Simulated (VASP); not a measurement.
# Se in VASP: single point with PBE

Aim: the single point of Se with PBE.

Everything below comes from runs of VASP 6.6.1. Logs are shortened: lines on timing, memory, paths and dates and some standing lists are left out, and cuts for length are marked.

### 1 The cell of the first run

The cell holds a molecule in a box, 1 atom: a = 15.000 Å, b = 15.500 Å, c = 16.000 Å, α = 90.00°, β = 90.00°, γ = 90.00°.

### 2 Single point, PBE, collinear spin, ferromagnetic start

Contents of INCAR:

```
SYSTEM = Se
PREC = Accurate
ENCUT = 520
EDIFF = 1E-6
ISMEAR = 0
SIGMA = 0.005
LREAL = .FALSE.
LASPH = .TRUE.
NELM = 150
ALGO = Normal
ISIF = 2
LWAVE = .FALSE.
LCHARG = .FALSE.
ISPIN = 2
MAGMOM = 2
LORBIT = 11
GGA = PE
NBANDS = 13
ISYM = 0
```

Contents of KPOINTS:

```
Automatic mesh
0
G
  1 1 1
  0 0 0
```

Contents of POSCAR:

```
Se
1.0
   15.0000000000      0.0000000000      0.0000000000
    0.0000000000     15.5000000000      0.0000000000
    0.0000000000      0.0000000000     16.0000000000
Se
1
Direct
    0.5000000000      0.5000000000      0.5000000000
```

Potentials or basis: VASP PAW PBE potentials, release 64 (Se).

On the command line:

```console
$ cat potpaw_PBE.64/Se/POTCAR > POTCAR
$ mpirun -np 1 vasp_gam > vasp.out
```

OUTCAR:

```text
SYSTEM = Se
   PREC = Accurate
   ENCUT = 520
   EDIFF = 1E-6
   ISMEAR = 0
   LREAL = .FALSE.
   LASPH = .TRUE.
   NELM = 150
   ISIF = 2
   ISPIN = 2
   LORBIT = 11
   GGA = PE
   ISYM = 0

 ion  position               nearest neighbor table
   1  0.500  0.500  0.500-

IMPORTANT INFORMATION: All symmetrisations will be switched off!
NOSYMM: (Re-)initialisation of all symmetry stuff for point group C_1.

----------------------------------------------------------------------------------------

                                     Primitive cell

  volume of cell :    3720.0000

  direct lattice vectors                    reciprocal lattice vectors
    15.000000000  0.000000000  0.000000000     0.066666667  0.000000000  0.000000000
     0.000000000 15.500000000  0.000000000     0.000000000  0.064516129  0.000000000
     0.000000000  0.000000000 16.000000000     0.000000000  0.000000000  0.062500000

  length of vectors
    15.000000000 15.500000000 16.000000000     0.066666667  0.064516129  0.062500000

  position of ions in fractional coordinates (direct lattice)
     0.500000000  0.500000000  0.500000000

  ion indices of the primitive-cell ions
   primitive index   ion index
                 1           1

----------------------------------------------------------------------------------------

 KPOINTS: Automatic mesh

Automatic generation of k-mesh.
 Grid dimensions read from file:
 generate k-points for:    1    1    1

 Generating k-lattice:

  Cartesian coordinates                     Fractional coordinates (reciprocal lattice)
     0.066666667  0.000000000  0.000000000     1.000000000  0.000000000  0.000000000
     0.000000000  0.064516129  0.000000000     0.000000000  1.000000000  0.000000000
     0.000000000  0.000000000  0.062500000     0.000000000  0.000000000  1.000000000

  Length of vectors
     0.066666667  0.064516129  0.062500000

  Shift w.r.t. Gamma in fractional coordinates (k-lattice)
     0.000000000  0.000000000  0.000000000

 Subroutine IBZKPT returns following result:
 ===========================================

 Found      1 irreducible k-points:

 Following reciprocal coordinates:
            Coordinates               Weight
  0.000000  0.000000  0.000000      1.000000
   k-points           NKPTS =      1   k-points in BZ     NKDIM =      1   number of bands    NBANDS=     13
   number of dos      NEDOS =    301   number of ions     NIONS =      1
   total plane-waves  NPLWV = ******
   dimension x,y,z NGX =   112 NGY =  120 NGZ =  120
   dimension x,y,z NGXF=   224 NGYF=  240 NGZF=  240
   ions per type =               1
   NGX,Y,Z   is equivalent  to a cutoff of  12.41, 12.87, 12.47 a.u.
   NGXF,Y,Z  is equivalent  to a cutoff of  24.83, 25.74, 24.94 a.u.
 SYSTEM =  Se
   PREC   = accura    normal or accurate (medium, high low for compatibility)
   ISTART =      0    job   : 0-new  1-cont  2-samecut
   ICHARG =      2    charge: 1-file 2-atom 10-const
   ISPIN  =      2    spin polarized calculation?
   LNONCOLLINEAR =      F non collinear calculations
   LSORBIT =      F    spin-orbit coupling
   LASPH  =      T    aspherical Exc in radial PAW
   ENCUT  =  520.0 eV  38.22 Ry    6.18 a.u.  27.89 28.82 29.75*2*pi/ulx,y,z
   NELM   =    150;   NELMIN=  2; NELMDL= -5     # of ELM steps
   EDIFF  = 0.1E-05   stopping-criterion for ELM
   LREAL  =      F    real-space projection
   EDIFFG = 0.1E-04   stopping-criterion for IOM
   NSW    =      0    number of steps for IOM
   IBRION =     -1    ionic relax: 0-MD 1-quasi-New 2-CG
   NFREE  =      0    steps in history (QN), initial steepest desc. (CG)
   ISIF   =      2    stress and relaxation
   ISYM   =      0    0-nonsym 1-usesym 2-fastsym
   POTIM  = 0.5000    time-step for ionic-motion
   TEBEG  =    0.0;   TEEND  =   0.0 temperature during run
   PSTRESS=    0.0 pullay stress
   NELECT =       6.0000    total number of electrons
   NUPDOWN=      -1.0000    fix difference up-down
   EMIN   =  10.00;   EMAX   =-10.00  energy-range for DOS
   EFERMI =   0.00;   METHOD = LEGACY
   ISMEAR =     0;   SIGMA  =   0.01  broadening in eV -4-tet -1-fermi 0-gaus
   EFERMI_NEDOS =   21; number of points for ismear=-14 and -15
   IALGO  =     38    algorithm
   IMIX   =      4    mixing-type and parameters
     AMIX     =   0.40;   BMIX     =  1.00
     AMIX_MAG =   1.60;   BMIX_MAG =  1.00
  volume/ion in A,a.u.               =    3720.00     25103.80
  Fermi-wavevector in a.u.,A,eV,Ry     =   0.191990  0.362808  0.501511  0.036860
  Thomas-Fermi vector in A             =   0.934314
   LORBIT       =     11    0 simple, 1 ext, 2 COOP (PROOUT), +10 PAW based schemes
   GGA     = PE    functional components
   LHFCALC =     F    Hartree Fock is set to
   AEXX    =    0.0000 exact exchange contribution
   IVDW    =     0    specifies the selected vdW correction
   LEPSILON=     F    determine dielectric tensor
   LRPA    =     F    only Hartree local field effects (RPA)
 spin polarized calculation
 Gauss-broadening in eV      SIGMA  =   0.01
  energy-cutoff  :      520.00
  volume of cell :     3720.00
 maximum number of plane-waves:     50071
 NGX is ok and might be reduce to   112
   NGX = 55   NGY = 57   NGZ = 59

 number of electron       5.9999999 magnetization       2.0000000

 Free energy of the ion-electron system (eV)
  ---------------------------------------------------
  ext. energy  EPLUGINS =         0.00000000
  ---------------------------------------------------
  free energy    TOTEN  =        -0.80784861 eV

  energy without entropy =       -0.80502767  energy(sigma->0) =       -0.80643814

 E-fermi :  -5.5973     XC(G=0):  -0.2402

 val. band max:       -5.5972917546   @ k =   0.0000   0.0000   0.0000
 cond. band min:      -5.5972887581   @ k =   0.0000   0.0000   0.0000
 fundamental gap:      0.0000029965
 Fermi energy:        -5.5972902564

 spin component 1

 k-point     1 :       0.0000    0.0000    0.0000
  band No.  band energies     occupation
      1     -17.8501      1.00000
      2      -7.4512      1.00000
      3      -6.8651      1.00000
      4      -6.8649      1.00000
      5      -0.5365      0.00000
      6       0.2254      0.00000
      7       0.4067      0.00000
      8       0.4345      0.00000
      9       0.4531      0.00000
     10       0.5722      0.00000
     11       0.5989      0.00000
     12       0.9848      0.00000
     13       1.0084      0.00000
 Fermi energy:        -5.5972902564

 spin component 2

 k-point     1 :       0.0000    0.0000    0.0000
  band No.  band energies     occupation
      1     -16.2669      1.00000
      2      -5.5973      0.50017
      3      -5.5973      0.49983
      4      -5.3422      0.00000
      5      -0.2918      0.00000
      6       0.2986      0.00000
      7       0.4750      0.00000
      8       0.5090      0.00000
      9       0.5825      0.00000
     10       0.5854      0.00000
     11       0.6299      0.00000
     12       1.0593      0.00000
     13       1.0730      0.00000

------------------------ aborting loop because EDIFF is reached ----------------------------------------

  FORCE on cell =-STRESS in cart. coord.  units (eV):
  Direction    XX          YY          ZZ          XY          YZ          ZX
  --------------------------------------------------------------------------------------
  -------------------------------------------------------------------------------------
  Total       -0.0006914     -0.0006530     -0.0009488      0.0000355      0.0006097      0.0001381
  in kB       -0.0002978     -0.0002813     -0.0004086      0.0000153      0.0002626      0.0000595
  external PRESSURE =      -0.0003292 kB  Pullay stress =       0.0000000 kB

 VOLUME and BASIS-vectors are now :
 -----------------------------------------------------------------------------
  energy-cutoff  :      520.00
  volume of cell :     3720.00
      direct lattice vectors                 reciprocal lattice vectors
    15.000000000  0.000000000  0.000000000     0.066666667  0.000000000  0.000000000
     0.000000000 15.500000000  0.000000000     0.000000000  0.064516129  0.000000000
     0.000000000  0.000000000 16.000000000     0.000000000  0.000000000  0.062500000

 POSITION                                       TOTAL-FORCE (eV/Angst)
 -----------------------------------------------------------------------------------
      7.50000      7.75000      8.00000        -0.000000      0.000000     -0.000000
 -----------------------------------------------------------------------------------
    total drift:                               -0.000000      0.000000     -0.000000

  FREE ENERGIE OF THE ION-ELECTRON SYSTEM (eV)
  ---------------------------------------------------
  free  energy   TOTEN  =        -0.8078486143 eV

  energy  without entropy=       -0.8050276666  energy(sigma->0) =       -0.80643814

 total charge

# of ion       s       p       d       tot
------------------------------------------
    1        1.506   2.091   0.000   3.597

 magnetization (x)

# of ion       s       p       d       tot
------------------------------------------
    1        0.020   1.086   0.000   1.106
```

Run time: 14 min. Hardware: 1 thread of Intel Xeon Platinum 8259CL at 2.50GHz (Skylake/Cascade Lake), shared host; peak memory 3.5 GiB.

Results:

```
Free energy                                           : -0.8078 eV
Gap between the frontier levels                       : zero (filled and empty bands touch)
Net moment                                            : 2.00 μB per cell
Site moments                                          : Se +1.11 μB
Valence electrons inside the program's atomic spheres : Se 3.60
```
